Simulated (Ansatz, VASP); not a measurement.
## GaP3 in VASP and in Ansatz

```xyz
4
Lattice="4.4310 0.0000 0.0000 0.0000 4.4310 0.0000 0.0000 0.0000 3.1266" Properties=species:S:1:pos:R:3 pbc="T T T"
Ga    0.0000    0.0000    0.0000
P     0.0000    2.2155    1.5633
P     2.2155    0.0000    1.5633
P     2.2155    2.2155    0.0000
```

Alike in both runs: functional PBE; k mesh 10 × 10 × 14; occupations gaussian, width 0.1 eV; no spin polarisation.

Ansatz relaxed the structure, and its values are those at the end. VASP's run is a single point on that final structure, the one shown.

|  | VASP | Ansatz |
| --- | --- | --- |
| version | VASP 6.6.1 | Ansatz 0.2.0 |
| potentials or method | VASP PAW PBE potentials, release 64 (Ga_d, P), cutoff 520 eV | scalar-relativistic, plane waves, PAW |
| valence electrons in the cell | 28 | 28 |

```tsv
	VASP	Ansatz	Ansatz less VASP
gap on the k mesh at the Fermi level (eV)	none	none	-
pressure (GPa)	0.0	0.0	+0.02
```

A gap of «none» marks a metal or a gap that the smearing closes.
